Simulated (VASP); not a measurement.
Ag, 8 atoms in the cell. Symmetry: R3m, No. 160, trigonal system. The conventional cell has a = 9.366 Å, b = 9.366 Å, c = 5.735 Å, α = 90.00°, β = 90.00°, γ = 120.00°. Within 3.3 Å of Ag (site symmetry 3m) lie 11 Ag at 2.53 to 3.21 Å. Within 3.7 Å of Ag (site symmetry m) lie 14 Ag at 2.77 to 3.31 Å. Within 3.8 Å of Ag (site symmetry m) lie 14 Ag at 2.87 to 3.52 Å. Within 3.4 Å of Ag (site symmetry 3m) lie 14 Ag at 2.53 to 3.31 Å.  This cell differs from its parent crystal: atom 1 (Ag) moved +0.338 Å along Cartesian [1 1 1].

| Item | Value |
| --- | --- |
| Program | VASP 6.6.1 |
| Task | single point |
| Functional | LDA |
| Potentials or basis | VASP PAW LDA potentials, release 64 (Ag) |
| Cutoff | 520 eV |
| k mesh | 10 × 10 × 10 |
| Occupations | gaussian, width 0.15 eV |
| Spin | no spin polarisation |
| Dipole correction | no |
| Further INCAR settings | ALGO = Fast; EDIFF = 1e-06; NBANDS = 54 |

Potentials or basis: VASP PAW LDA potentials, release 64 (Ag).

Run with:

```console
$ cat potpaw_LDA.64/Ag/POTCAR > POTCAR
$ mpirun -np 1 vasp_std > vasp.out
```

Hardware: 1 thread of Intel(R) Xeon(R) Platinum 8488C (Sapphire Rapids) (shared host).

**Question.** How long does it take, and how much memory?

**Answer.** It took 10 min on 1 thread of Intel(R) Xeon(R) Platinum 8488C (Sapphire Rapids) (shared host), peak memory 0.67 GiB. Counts: scf iterations 13, k points 116.
